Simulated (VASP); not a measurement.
Wanted: the native input for a VASP 6.6.1 run.

| Property | Result |
| --- | --- |
| Task | single point |
| Functional | PBEsol |
| Potentials or basis | VASP PAW PBE potentials, release 64 (W_sv, O) |
| Cutoff | 520 eV |
| k mesh | 8 × 8 × 8 |
| Occupations | gaussian, width 0.15 eV |
| Spin | no spin polarisation |
| Dipole correction | no |
| Further INCAR settings | ALGO = Normal; EDIFF = 1e-06; NBANDS = 58 |

The structure of W3O lies in POSCAR:

```
W3O
1.0
    4.7588794210      0.0000000000      0.0000000000
    0.0000000000      4.7588794210      0.0000000000
    0.0000000000      0.0000000000      4.7588794210
W O
6 2
Direct
    0.5000000000      0.7500000000      0.0000000000
    0.0000000000      0.5000000000      0.7500000000
    0.2500000000      0.0000000000      0.5000000000
    0.5000000000      0.2500000000      0.0000000000
    0.0000000000      0.5000000000      0.2500000000
    0.7500000000      0.0000000000      0.5000000000
    0.5000000000      0.5000000000      0.5000000000
    0.0000000000      0.0000000000      0.0000000000
```

This cell differs from its parent crystal: strain -0.015 along x and y, -0.015 along z.

One way to write it, as run:

INCAR

```
PREC = Accurate
ENCUT = 520
EDIFF = 1E-6
ISMEAR = 0
SIGMA = 0.15
LREAL = F
LASPH = T
NELM = 80
ALGO = Normal
ISIF = 2
LWAVE = F
LCHARG = F
GGA = PS
NBANDS = 58
```

KPOINTS

```
Automatic mesh
0
Gamma
  8 8 8
```

Potentials or basis: VASP PAW PBE potentials, release 64 (W_sv, O).

Run with:

```console
$ cat potpaw_PBE.64/W_sv/POTCAR potpaw_PBE.64/O/POTCAR > POTCAR
$ mpirun -np 1 vasp_std > vasp.out
```

It gave:

- Pressure: 14.3 GPa
- Band gap on the k mesh: zero (bands 48 and 49 overlap by 1.04 eV)

Caveat: the cell differs from its parent crystal (strain -0.015 along x and y, -0.015 along z); the cell stands under pressure; the PAW data sets were made with another functional, which shifts forces and pressure a little; spin-orbit coupling is left out, which moves the levels of the heavy elements.

It took 4.4 min on 1 thread of Intel Xeon 8259CL (shared host), peak memory 0.3 GiB.
